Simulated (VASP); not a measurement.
**BAs: single point with LDA**

BAs:

```
B As
1.0
     0.00000    2.36597    2.36597
     2.36597    0.00000    2.36597
     2.36597    2.36597    0.00000
B As
1 1
Cartesian
  0.0000 0.0000 0.0000
  1.1830 1.1830 1.1830
```

```yaml
Program: VASP 6.6.1
Task: single point
Functional: LDA
Potentials_or_basis: VASP PAW LDA potentials, release 64 (B, As_d)
Cutoff: 560 eV
k_mesh: 10 × 10 × 10
Occupations: gaussian, width 0.02 eV
Spin: no spin polarisation
Dipole_correction: no
Further_INCAR_settings: ALGO = Normal; EDIFF = 1e-06; NBANDS = 16
```

```
Pressure               : 1.1 GPa
Band gap on the k mesh : 1.10 eV (least direct gap 3.29 eV)
```

Levels at points of the mesh, in eV from the valence-band top:
```tsv
k point	band 6	band 7	band 8	band 9	band 10	band 11	band 12	band 13
(0.00, 0.00, 0.00)	-15.64	0.00	0.00	0.00	3.29	3.29	3.29	5.04
(0.50, 0.00, 0.00)	-12.68	-8.96	-1.86	-1.86	2.86	4.79	4.79	8.77
(0.50, 0.50, 0.00)	-11.36	-8.57	-4.19	-4.19	1.32	1.39	11.54	11.54
```

Wall time 32 s on 1 thread of Intel(R) Xeon(R) Platinum 8259CL CPU @ 2.50GHz (Skylake/Cascade Lake), with other jobs on the host, peak memory 0.15 GiB.

A k mesh can miss the band edges.
